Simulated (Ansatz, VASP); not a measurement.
## Ca in VASP and in Ansatz

```
CELL_PARAMETERS angstrom
3.49056 -0.37353 -0.37353
-0.37353 3.49056 -0.37353
-0.37353 -0.37353 3.49056
ATOMIC_POSITIONS crystal
Ca 0.00000 0.00000 0.00000
```

Alike in both runs: task single point; functional PBEsol; k mesh 20 × 20 × 20; occupations gaussian, width 0.15 eV; no spin polarisation.

|  | VASP | Ansatz |
| --- | --- | --- |
| version | VASP 6.6.1 | Ansatz 0.2.0 |
| potentials or method | VASP PAW PBE potentials, release 64 (Ca_sv), cutoff 520 eV | scalar-relativistic, plane waves, PAW |
| valence electrons in the cell | 10 | 10 |

|  | VASP | Ansatz | Ansatz less VASP |
| --- | --- | --- | --- |
| gap on the k mesh at the Fermi level (eV) | none | none | - |
| pressure (GPa) | 0.1 | 0.1 | 0.00 |
| traceless stress, the component that is largest in VASP (GPa) | -1.68 | -1.68 | -0.001 |

VASP's potentials were made for PBE, not for PBEsol. A gap of «none» marks a metal or a gap that the smearing closes.
